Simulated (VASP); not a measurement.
Runs of VASP 6.6.1 on RbBr. The structure is that of space group I4/mmm (No. 139), or close to it. The cells are those of the table. 

```csv
cell,gap on the mesh (eV),pressure (GPa)
"a = 5.398, b = 5.398, c = 4.234 Å, angles 66.9, 66.9, 46.2°, 2 atoms",3.80,(d)
"a = 5.038, b = 5.038, c = 4.561 Å, angles 63.1, 63.1, 53.8°, 2 atoms",4.21,2.4
"a = 4.719, b = 4.719, c = 5.596 Å, angles 53.6, 53.6, 72.7°, 2 atoms",1.77,(c)
"a = 4.712, b = 4.712, c = 5.441 Å, angles 54.7, 54.7, 70.5°, 2 atoms",(a),9.3
"a = 4.749, b = 4.749, c = 5.117 Å, angles 57.4, 57.4, 65.2°, 2 atoms",(b),2.5
"a = 5.289, b = 5.289, c = 4.319 Å, angles 65.9, 65.9, 48.2°, 2 atoms",3.94,5.7
"a = 4.816, b = 4.816, c = 4.914 Å, angles 59.3, 59.3, 61.3°, 2 atoms",4.32,1.1
"a = 5.151, b = 5.151, c = 4.441 Å, angles 64.5, 64.5, 51.1°, 2 atoms",4.09,3.8
```

Alike in all rows: task single point; level PBE; potentials or basis VASP PAW PBE potentials, release 64 (Rb_sv, Br); no spin polarisation; k mesh 6 × 6 × 6; cutoff (eV) 520; smearing gaussian 0.05 eV.

Task: Estimate the missing entries.

Result: (a) 2.81; (b) 4.04; (c) 15.3; (d) 7.4.

A k mesh can miss the band edges, and the runs leave out spin-orbit coupling on Br, Rb.
